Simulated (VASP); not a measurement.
Set up this calculation in VASP 6.6.1, as the native input.

```yaml
Task: single point
Functional: SVWN5
Potentials_or_basis: VASP PAW PBE potentials, release 64 (Pb_d, S)
Cutoff: 520 eV
k_mesh: 8 × 8 × 8
Occupations: fermi-dirac, width 0.05 eV
Spin: no spin polarisation
Dipole_correction: no
Further_INCAR_settings: ALGO = Normal; EDIFF = 1e-07; NBANDS = 17
```

The structure of PbS (Galena) lies in POSCAR:

```
PbS
1.0
    0.0000000000      2.9657500000      2.9657500000
    2.9657500000      0.0000000000      2.9657500000
    2.9657500000      2.9657500000      0.0000000000
Pb S
1 1
Direct
    0.0000000000      0.0000000000      0.0000000000
    0.5000000000      0.5000000000      0.5000000000
```

One way to write it, as run:

INCAR

```
ALGO = Normal ; EDIFF = 1E-7
ENCUT = 520 ; GGA = VW
ISIF = 2 ; ISMEAR = -1
LASPH = T ; LCHARG = F
LREAL = F ; LWAVE = F
NBANDS = 17 ; NELM = 80
PREC = Accurate ; SIGMA = 0.05
```

KPOINTS

```
k-points
0
Gamma
  8 8 8
```

Potentials or basis: VASP PAW PBE potentials, release 64 (Pb_d, S).

Run with:

```bash
$ cat potpaw_PBE.64/Pb_d/POTCAR potpaw_PBE.64/S/POTCAR > POTCAR
$ mpirun -np 1 vasp_std > vasp.out
```

It gave:

| Item | Value |
| --- | --- |
| Pressure | -2.6 GPa |
| Band gap on the k mesh | 0.24 eV, direct |

Caveat: the PAW data sets were made with another functional, which shifts forces and pressure a little; spin-orbit coupling is left out, which moves the levels of the heavy elements.

Run time: 51 s on 1 thread of AMD EPYC 7R13, with other jobs on the host, peak memory 0.14 GiB.
